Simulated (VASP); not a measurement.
Wanted: the native input for a VASP 6.6.1 run.

```
Task                   : relaxation of cell and atoms
Functional             : PBE
Potentials or basis    : VASP PAW PBE potentials, release 64 (K_sv, Be)
Cutoff                 : 600 eV
k mesh                 : 8 × 6 × 2
Occupations            : gaussian, width 0.1 eV
Spin                   : no spin polarisation
Dipole correction      : no
Further INCAR settings : ALGO = Fast; EDIFF = 1e-06; IBRION = 2; EDIFFG = -0.04; NSW = 90; ISIF = 3
```

The structure of KBe7 lies in POSCAR:

```
KBe7
1.0
    2.4416783331      0.0000000000      0.0000000000
    0.0000000000      2.8998569086      0.0000000000
    0.0000000000      0.0000000000     12.5233450420
K Be
1 7
Direct
    0.0000000000      0.0000000000      0.0000000000
    0.5000000000      0.5000000000      0.7824653692
    0.0000000000      0.0000000000      0.6922533682
    0.5000000000      0.5000000000      0.5977464390
    0.0000000000      0.0000000000      0.5000000000
    0.5000000000      0.5000000000      0.4022535610
    0.0000000000      0.0000000000      0.3077466318
    0.5000000000      0.5000000000      0.2175346308
```

One way to write it, as run:

INCAR

```
SYSTEM = KBe7
  ALGO = Fast
  EDIFF = 1E-6
  EDIFFG = -0.04
  ENCUT = 600
  GGA = PE
  IBRION = 2
  ISIF = 3
  ISMEAR = 0
  LASPH = .TRUE.
  LCHARG = .FALSE.
  LREAL = .FALSE.
  LWAVE = .FALSE.
  NELM = 60
  NSW = 90
  PREC = Accurate
  SIGMA = 0.1
```

KPOINTS

```
k-points
0
G
  8 6 2
  0 0 0
```

Potentials or basis: VASP PAW PBE potentials, release 64 (K_sv, Be).

The run is started by

```console
$ cat potpaw_PBE.64/K_sv/POTCAR potpaw_PBE.64/Be/POTCAR > POTCAR
$ mpirun -np 1 vasp_std > vasp.out
```

Results of the run:

- Relaxed volume: 11.15 Å³/atom
- Relaxed cell: a = 2.440 Å, b = 2.926 Å, c = 12.498 Å, α = 90.00°, β = 90.00°, γ = 90.00°
- Space group after relaxing (to 0.1 Å): Pmmm (No. 47)
- Energy gained by relaxing: 3.9 meV/atom
- Ionic steps: 8
- Pressure after relaxing: 0.0 GPa
- Largest force after relaxing: 0.020 eV/Å
- Band gap on the k mesh: zero (an odd number of electrons rules out a gap without spin polarisation)

Caveat: the k points lie up to 0.36 Å⁻¹ apart in the final cell, too coarse for converged energies and pressures of a metal.

It took 2.5 min on 1 thread of Intel(R) Xeon(R) 6975P-C (Granite Rapids), with other jobs on the host, peak memory 0.25 GiB.
